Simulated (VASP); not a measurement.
SnO2, 6 atoms in the cell. The structure is orthorhombic, space group Pnnm (No. 58). Conventional cell: a = 4.828 Å, b = 4.828 Å, c = 3.238 Å, α = 90.00°, β = 90.00°, γ = 90.00°. Sn (site symmetry 2/m) has 6 O at 2.09 to 2.10 Å within 2.8 Å. O (site symmetry m) has 3 Sn at 2.09 to 2.10 Å and 1 O at 2.65 Å within 2.8 Å.  This cell differs from its parent crystal: atoms displaced along a vibrational mode.

```yaml
Program: VASP 6.6.1
Task: single point
Functional: PBE
Potentials_or_basis: VASP PAW PBE potentials, release 64 (Sn_d, O)
Cutoff: 520 eV
k_mesh: 6 × 6 × 8
Occupations: gaussian, width 0.05 eV
Spin: no spin polarisation
Dipole_correction: no
Further_INCAR_settings: ALGO = Normal; EDIFF = 1e-06; NBANDS = 35
```

Potentials or basis: VASP PAW PBE potentials, release 64 (Sn_d, O).

Command:

```bash
$ cat potpaw_PBE.64/Sn_d/POTCAR potpaw_PBE.64/O/POTCAR > POTCAR
$ mpirun -np 1 vasp_std > vasp.out
```

Hardware: 1 thread of Intel(R) Xeon(R) 6975P-C (Granite Rapids) (shared host).

Question: How long does it take, and how much memory?

Answer: Wall time 62 s on 1 thread of Intel(R) Xeon(R) 6975P-C (Granite Rapids) (shared host), peak memory 0.29 GiB. Counts: scf iterations 14, k points 80.
